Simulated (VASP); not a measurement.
# Ti (Fm-3m) in VASP: further runs, part 2 of 2

VASP 6.6.1. Earlier steps stand in the parts before.

## 3. Single point, PBE+D3(BJ)+U (volume scaled by 0.94)

Input file INCAR:

```
ALGO = Fast ; EDIFF = 1E-6
ENCUT = 520 ; GGA = PE
ISIF = 2 ; ISMEAR = 1
IVDW = 12 ; LASPH = True
LCHARG = False ; LDAU = True
LDAUJ = 0 ; LDAUL = 2
LDAUPRINT = 1 ; LDAUTYPE = 2
LDAUU = 6.2 ; LMAXMIX = 4
LREAL = False ; LWAVE = False
NBANDS = 12 ; NELM = 150
PREC = Accurate ; SIGMA = 0.05
```

Input file KPOINTS:

```
k-points
0
Gamma
  11 11 11
```

Input file POSCAR:

```
Ti
1.0
    0.0000000000      1.9885598007      1.9885598007
    1.9885598007      0.0000000000      1.9885598007
    1.9885598007      1.9885598007      0.0000000000
Ti
1
Direct
    0.0000000000      0.0000000000      0.0000000000
```

Potentials or basis: VASP PAW PBE potentials, release 64 (Ti_sv).

Run with:

```bash
cat potpaw_PBE.64/Ti_sv/POTCAR > POTCAR
mpirun -np 1 vasp_std > vasp.out
```

OUTCAR:

```text
EDIFF = 1E-6
   ENCUT = 520
   GGA = PE
   ISIF = 2
   ISMEAR = 1
   IVDW = 12
   LASPH = True
   LREAL = False
   NELM = 150
   PREC = Accurate
 IVDW          = 12

 ion  position               nearest neighbor table
   1  0.000  0.000  0.000-

  LATTYP: Found a face centered cubic cell.
 ALAT       =     3.9771196014

  Lattice vectors:

 A1 = (   0.0000000000,   1.9885598007,   1.9885598007)
 A2 = (   1.9885598007,   0.0000000000,   1.9885598007)
 A3 = (   1.9885598007,   1.9885598007,   0.0000000000)

Analysis of symmetry for initial positions (statically):
=====================================================================
 Subroutine PRICEL returns:
 Original cell was already a primitive cell.

 Routine SETGRP: Setting up the symmetry group for a
 face centered cubic supercell.

 Subroutine GETGRP returns: Found 48 space group operations
 (whereof 48 operations were pure point group operations)
 out of a pool of 48 trial point group operations.

The static configuration has the point symmetry O_h .

Analysis of symmetry for dynamics (positions and initial velocities):
=====================================================================
 Subroutine PRICEL returns:
 Original cell was already a primitive cell.

 Routine SETGRP: Setting up the symmetry group for a
 face centered cubic supercell.

 Subroutine GETGRP returns: Found 48 space group operations
 (whereof 48 operations were pure point group operations)
 out of a pool of 48 trial point group operations.

The dynamic configuration has the point symmetry O_h .

 Subroutine INISYM returns: Found 48 space group operations
[... 167 lines left out ...]
  o =  0.2111  v =  0.0000  0.0000  0.0000  0.0000  0.0000  0.0000 -0.2787  0.0000  0.9604  0.0000      0.0000  0.0000  0.0000  0.0000  0.0000  0.0000  0.0000  0.0000  0.0000  0.0000
  o =  0.2111  v =  0.0000 -0.2787  0.0000  0.9604  0.0000  0.0000  0.0000  0.0000  0.0000  0.0000      0.0000  0.0000  0.0000  0.0000  0.0000  0.0000  0.0000  0.0000  0.0000  0.0000
  o =  0.2111  v =  0.0000  0.0000  0.0000  0.0000  0.0000  1.0000  0.0000  0.0000  0.0000  0.0000      0.0000  0.0000  0.0000  0.0000  0.0000  0.0000  0.0000  0.0000  0.0000  0.0000
  o =  0.2111  v =  1.0000  0.0000  0.0000  0.0000  0.0000  0.0000  0.0000  0.0000  0.0000  0.0000      0.0000  0.0000  0.0000  0.0000  0.0000  0.0000  0.0000  0.0000  0.0000  0.0000

 number of electron      11.9999998 magnetization

 Free energy of the ion-electron system (eV)
  ---------------------------------------------------
  ext. energy  EPLUGINS =         0.00000000
  ---------------------------------------------------
  free energy    TOTEN  =        -3.06285306 eV

  energy without entropy =       -3.06274111  energy(sigma->0) =       -3.06281574

 E-fermi :  10.0944     XC(G=0): -12.0707

 val. band max:       10.0852998376   @ k =   0.4545   0.0000   0.0000
 cond. band min:      10.1004420503   @ k =  -0.4545   0.3636   0.1818
 fundamental gap:      0.0151422127
 Fermi energy:        10.0944184220

 k-point     1 :       0.0000    0.0000    0.0000
  band No.  band energies     occupation
      1     -48.1378      2.00000
      2     -23.8165      2.00000
      3     -23.8165      2.00000
      4     -23.8165      2.00000
      5       2.9365      2.00000
      6      11.2371      0.00000
      7      11.2371      0.00000
      8      11.2371      0.00000
      9      13.6869      0.00000
     10      13.6869      0.00000
     11      25.1223      0.00000
     12      30.0957      0.00000
[... 331 lines left out ...]
 k-point    24 :      -0.1818    0.1818    0.0000
  band No.  band energies     occupation
      1     -48.0236      2.00000
      2     -24.2981      2.00000
      3     -24.0133      2.00000
      4     -23.8711      2.00000
      5       5.6461      2.00000
      6       9.9183      2.00001
      7      11.2595      0.00000
      8      12.2300      0.00000
      9      12.7256      0.00000
     10      14.4818      0.00000
     11      24.0094      0.00000
     12      24.7580      0.00000

 [... further k-points ...]

------------------------ aborting loop because EDIFF is reached ----------------------------------------

 Edisp (eV)   -0.66732

 E8    (eV) :    -0.3172

  FORCE on cell =-STRESS in cart. coord.  units (eV):
  Direction    XX          YY          ZZ          XY          YZ          ZX
  --------------------------------------------------------------------------------------
  -------------------------------------------------------------------------------------
  Total       2.72771     2.72771     2.72771    -0.00000     0.00000    -0.00000
  in kB     277.88361   277.88361   277.88361    -0.00000     0.00000    -0.00000
  external pressure =      277.88 kB  Pullay stress =        0.00 kB

 VOLUME and BASIS-vectors are now :
 -----------------------------------------------------------------------------
  energy-cutoff  :      520.00
  volume of cell :       15.73
      direct lattice vectors                 reciprocal lattice vectors
     0.000000000  1.988559801  1.988559801    -0.251438252  0.251438252  0.251438252
     1.988559801  0.000000000  1.988559801     0.251438252 -0.251438252  0.251438252
     1.988559801  1.988559801  0.000000000     0.251438252  0.251438252 -0.251438252

 POSITION                                       TOTAL-FORCE (eV/Angst)
 -----------------------------------------------------------------------------------
      0.00000      0.00000      0.00000         0.000000      0.000000     -0.000000
 -----------------------------------------------------------------------------------
    total drift:                               -0.000000      0.000000      0.000000

  FREE ENERGIE OF THE ION-ELECTRON SYSTEM (eV)
  ---------------------------------------------------
  free  energy   TOTEN  =        -3.7301755549 eV

  energy  without entropy=       -3.7300636025  energy(sigma->0) =       -3.73013824
```

OSZICAR:

```text
N       E                     dE             d eps       ncg     rms          rms(c)
DAV:   1     0.878459737893E+02    0.87846E+02   -0.65823E+03  1360   0.121E+03
DAV:   2    -0.139592249710E+00   -0.87986E+02   -0.85725E+02  1352   0.297E+02
DAV:   3    -0.415910469157E+01   -0.40195E+01   -0.39759E+01  1820   0.636E+01
[... 18 lines left out ...]
RMM:  22    -0.306284774881E+01   -0.28169E-05   -0.30524E-05   849   0.127E-02    0.704E-03
RMM:  23    -0.306284972201E+01   -0.19732E-05   -0.22133E-05   751   0.102E-02    0.810E-03
RMM:  24    -0.306285120730E+01   -0.14853E-05   -0.16362E-05   701   0.871E-03    0.896E-03
RMM:  25    -0.306285227636E+01   -0.10691E-05   -0.12056E-05   784   0.780E-03    0.101E-02
RMM:  26    -0.306285306200E+01   -0.78564E-06   -0.87878E-06   657   0.644E-03
   1 F= -.37301756E+01 E0= -.37301382E+01  d E =-.111952E-03
```

Wall time 20 s (1 thread of Intel Xeon Platinum 8488C (Sapphire Rapids), shared host); peak memory 0.15 GiB.

Results:

- Free energy: -3.7302 eV
- Pressure: 27.8 GPa
- Band gap on the k mesh: zero (band 6 reaches 11.24 eV, above the bottom of band 7 at 9.83 eV)
- Dispersion energy per atom: -0.667 eV

Levels at points of the mesh, in eV from the Fermi level:
| k point | band 4 | band 5 | band 6 | band 7 | band 8 | band 9 |
| --- | --- | --- | --- | --- | --- | --- |
| (0.00, 0.00, 0.00) | -33.91 | -7.16 | 1.14 | 1.14 | 1.14 | 3.59 |

Eigenvalues of the final occupation matrices:
```csv
site,spin,trace,eigenvalues
site 1 d,1,0.86,0.11 0.11 0.21 0.21 0.21
site 1 d,2,0.86,0.11 0.11 0.21 0.21 0.21
```

Caveat: U without spin polarisation on a metal has little footing; pairwise dispersion overbinds metals, which lowers pressure and volume; the U is typed as a test and isn't derived for this compound.
